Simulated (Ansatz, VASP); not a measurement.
Given: the input of a run of VASP 6.6.1 on SiO2.

The input INCAR:

```
ALGO = Normal
EDIFF = 1E-7
EDIFFG = -0.01
ENCUT = 600
GGA = PE
IBRION = 2
ISIF = 3
ISMEAR = -1
LASPH = T
LCHARG = F
LREAL = F
LWAVE = F
NELM = 100
NSW = 60
PREC = Accurate
SIGMA = 0.05
```

The input KPOINTS:

```
k-points
0
Gamma
  7 7 7
```

Contents of POSCAR:

```
SiO2
1.0
   -2.8378980000      2.8378980000      5.6602100000
    2.8378980000     -2.8378980000      5.6602100000
    2.8378980000      2.8378980000     -5.6602100000
Si O
4 8
Direct
    0.8750000000      0.2636180000      0.8886180000
    0.0136180000      0.6250000000      0.8886180000
    0.7363820000      0.1250000000      0.1113820000
    0.3750000000      0.9863820000      0.1113820000
    0.6337270000      0.1337270000      0.5000000000
    0.4678770000      0.9678770000      0.9357540000
    0.0321230000      0.5321230000      0.0642460000
    0.1162730000      0.1162730000      0.0000000000
    0.8837270000      0.8837270000      0.0000000000
    0.8662730000      0.3662730000      0.5000000000
    0.2821230000      0.7178770000      0.0000000000
    0.7178770000      0.2821230000      0.0000000000
```

Potentials or basis: VASP PAW PBE potentials, release 64 (Si, O).

Run with:

```console
$ cat potpaw_PBE.64/Si/POTCAR potpaw_PBE.64/O/POTCAR > POTCAR
$ mpirun -np 1 vasp_std > vasp.out
```

Translate it to Ansatz 0.2.0. Potentials there: Ansatz PAW.

As run (the cutoff follows the program's own potentials):

Contents of input.yaml:

```yaml
crystal:
  lattice:
    - [-2.837898, 2.837898, 5.66021]
    - [2.837898, -2.837898, 5.66021]
    - [2.837898, 2.837898, -5.66021]
  atoms:
    - { symbol: Si, position: [0.875, 0.263618, 0.888618] }
    - { symbol: Si, position: [0.013618, 0.625, 0.888618] }
    - { symbol: Si, position: [0.736382, 0.125, 0.111382] }
    - { symbol: Si, position: [0.375, 0.986382, 0.111382] }
    - { symbol: O, position: [0.633727, 0.133727, 0.5] }
    - { symbol: O, position: [0.467877, 0.967877, 0.935754] }
    - { symbol: O, position: [0.032123, 0.532123, 0.064246] }
    - { symbol: O, position: [0.116273, 0.116273, 0.0] }
    - { symbol: O, position: [0.883727, 0.883727, 0.0] }
    - { symbol: O, position: [0.866273, 0.366273, 0.5] }
    - { symbol: O, position: [0.282123, 0.717877, 0.0] }
    - { symbol: O, position: [0.717877, 0.282123, 0.0] }
hamiltonian:
  xc: pbe
  pseudopotentials: { kind: paw }
kpoints:
  mp_grid: { grid: [7, 7, 7] }
scf:
  occupations: { method: fermi_dirac, width: 0.05 }
output:
  forces: true
  stress: true
  eigenvalues: true
relax:
  f_tol: 0.01
  max_steps: 40
  cell: { stress_tol: 0.05 }
```

Potentials or basis: Ansatz PAW.

Run with:

```console
$ ansatz run input.yaml --threads 4 --pin off --max-ram 11264MiB --backend cpu --events-out ev --progress --plain --runs-dir out
```

Both were run:

|  | VASP | Ansatz | Ansatz less VASP |
| --- | --- | --- | --- |
| gap on the k mesh at the Fermi level, each at its own relaxed structure (eV) | 4.84 | 4.84 | -0.004 |
| relaxed volume (Å³/atom) | 15.16 | 15.20 | +0.041 |
| relaxed length of the cell vector where the two differ most in proportion (Å) | 6.935 | 6.936 | +0.0011 |

Noted on Ansatz's run: odd divisions of the mesh miss points on the zone boundary, where band edges often lie, so the gap on the mesh can be too wide; the plane-wave basis is chosen anew once the cell has moved, so the energies of steps on either side of that aren't comparable.
